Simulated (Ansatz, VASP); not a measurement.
**Two plane-wave programs on Rh**

INCAR

```
  PREC = Accurate
  ENCUT = 520
  EDIFF = 1E-6
  ISMEAR = 0
  SIGMA = 0.15
  LREAL = False
  LASPH = True
  NELM = 100
  ALGO = Fast
  ISIF = 2
  LWAVE = False
  LCHARG = False
  GGA = PS
  NBANDS = 22
```

KPOINTS

```
Automatic mesh
0
Gamma
  24 24 12
```

The input POSCAR:

```
Rh
1.0
    2.6455794327      0.0000000000      0.0000000000
   -1.3227897163      2.2911389964      0.0000000000
    0.0000000000      0.0000000000      4.7190077839
Rh
2
Direct
    0.6666666667      0.3333333333      0.7500000000
    0.3333333333      0.6666666667      0.2500000000
```

Input for Ansatz:

```yaml
crystal:
  lattice:
    - [2.6455794327, 0.0, 0.0]
    - [-1.3227897163, 2.2911389964, 0.0]
    - [0.0, 0.0, 4.7190077839]
  atoms:
    - { symbol: Rh, position: [0.6666666667, 0.3333333333, 0.75] }
    - { symbol: Rh, position: [0.3333333333, 0.6666666667, 0.25] }
basis:
  ecutwfc: 420
kpoints:
  mp_grid: { grid: [24, 24, 12] }
hamiltonian:
  xc: pbesol
scf:
  occupations: { method: gaussian, width: 0.15 }
output:
  forces: true
  stress: true
  eigenvalues: true
```

Alike in both runs: task single point; functional PBEsol; k mesh 24 × 24 × 12; occupations gaussian, width 0.15 eV; no spin polarisation.

|  | VASP | Ansatz |
| --- | --- | --- |
| version | VASP 6.6.1 | Ansatz 0.2.0 |
| potentials or method | VASP PAW PBE potentials, release 64 (Rh_pv), cutoff 520 eV | scalar-relativistic, plane waves, PAW |
| valence electrons in the cell | 30 | 34 |

```tsv
	VASP	Ansatz	Ansatz less VASP
gap on the k mesh at the Fermi level (eV)	none	none	-
pressure (GPa)	-11.3	-11.2	+0.13
traceless stress, the component that is largest in VASP (GPa)	-16.19	-16.20	-0.002
```

VASP's potentials were made for PBE, not for PBEsol. A gap of «none» marks a metal or a gap that the smearing closes. VASP's potentials hold 30 valence electrons a cell and Ansatz's 34, so a difference there can come from the potentials and not from the codes.
